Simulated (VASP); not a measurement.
A run of VASP 6.6.1 is set up as follows.

The input INCAR:

```
SYSTEM = Ag
PREC = Accurate
ENCUT = 520
EDIFF = 1E-6
ISMEAR = 0
SIGMA = 0.05
LREAL = Auto
LASPH = .TRUE.
NELM = 100
ALGO = Normal
ISIF = 2
LWAVE = .FALSE.
LCHARG = .TRUE.
GGA = PE
LELF = .TRUE.
LVHAR = .TRUE.
NBANDS = 114
```

The input KPOINTS:

```
regular mesh
0
G
  1 1 8
  0 0 0
```

File POSCAR:

```
Ag
1.0
   14.9000000000      0.0000000000      0.0000000000
    0.0000000000     16.6000000000      0.0000000000
    0.0000000000      0.0000000000      6.9767673912
Ag
18
Direct
    0.5923282600      0.5478558428      0.0000323841
    0.4717229806      0.3670170492      0.3311998620
    0.4744833213      0.7094240996      0.3315467936
    0.3575606359      0.5444844803      0.6686811449
    0.6895102920      0.3756090126      0.6686746900
    0.5823815816      0.3719757161      0.0076356701
    0.4736255740      0.5409035689      0.3247731433
    0.3588769616      0.3713287713      0.6618870469
    0.6947656287      0.5455055742      0.6619536582
    0.4076717400      0.4521441572     -0.0000323841
    0.3104897080      0.6243909874      0.3313253100
    0.6424393641      0.4555155197      0.3313188551
    0.5255166787      0.2905759004      0.6684532064
    0.5282770194      0.6329829508      0.6688001380
    0.4176184184      0.6280242839     -0.0076356701
    0.3052343713      0.4544944258      0.3380463418
    0.6411230384      0.6286712287      0.3381129531
    0.5263744260      0.4590964311      0.6752268567
```

Potentials or basis: VASP PAW PBE potentials, release 64 (Ag).

Run with:

```sh
$ cat potpaw_PBE.64/Ag/POTCAR > POTCAR
$ mpirun -np 1 vasp_std > vasp.out
```

Question: What does it give for the largest force?

Answer: 0.013 eV/Å.

Question: Predict the band gap on the k mesh.

Answer: Zero (band 99 reaches -1.55 eV, above the bottom of band 100 at -1.92 eV).

Forces on the atoms (eV/Å):
```
Ag   0.000 -0.002  0.000
Ag  -0.001  0.004  0.005
Ag   0.001 -0.012 -0.004
Ag   0.003 -0.002 -0.008
Ag  -0.010  0.008  0.004
Ag  -0.001  0.001 -0.002
Ag   0.000  0.000  0.004
Ag   0.006  0.003 -0.005
Ag  -0.008 -0.001 -0.005
Ag   0.000  0.002  0.000
Ag   0.010 -0.008 -0.004
Ag  -0.003  0.002  0.008
Ag  -0.001  0.012  0.004
Ag   0.001 -0.004 -0.005
Ag   0.001 -0.001  0.002
Ag   0.008  0.001  0.005
Ag  -0.006 -0.003  0.005
Ag   0.000  0.000 -0.004
```
